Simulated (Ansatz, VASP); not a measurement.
## One calculation of KTaSe3, two programs

```
K Ta Se
1.0
     4.95623    0.00000    0.00000
     0.00000    4.95623    0.00000
     0.00000    0.00000    4.95623
K Ta Se
1 1 3
Direct
  0.00000 0.00000 0.00000
  0.50000 0.50000 0.50000
  0.00000 0.50000 0.50000
  0.50000 0.00000 0.50000
  0.50000 0.50000 0.00000
```

Alike in both runs: task single point; functional PBE; k mesh 8 × 8 × 8; occupations gaussian, width 0.1 eV; no spin polarisation.

|  | VASP | Ansatz |
| --- | --- | --- |
| version | VASP 6.6.1 | Ansatz 0.2.0 |
| potentials or method | VASP PAW PBE potentials, release 64 (K_sv, Ta_pv, Se), cutoff 520 eV | scalar-relativistic, plane waves, PAW |
| valence electrons in the cell | 38 | 70 |

|  | VASP | Ansatz | Ansatz less VASP |
| --- | --- | --- | --- |
| gap on the k mesh at the Fermi level (eV) | none | none | - |
| pressure (GPa) | 7.9 | 7.7 | -0.20 |

A gap of «none» marks a metal or a gap that the smearing closes. VASP's potentials hold 38 valence electrons a cell and Ansatz's 70, so a difference there can come from the potentials and not from the codes.

Neither program's run includes spin-orbit coupling.
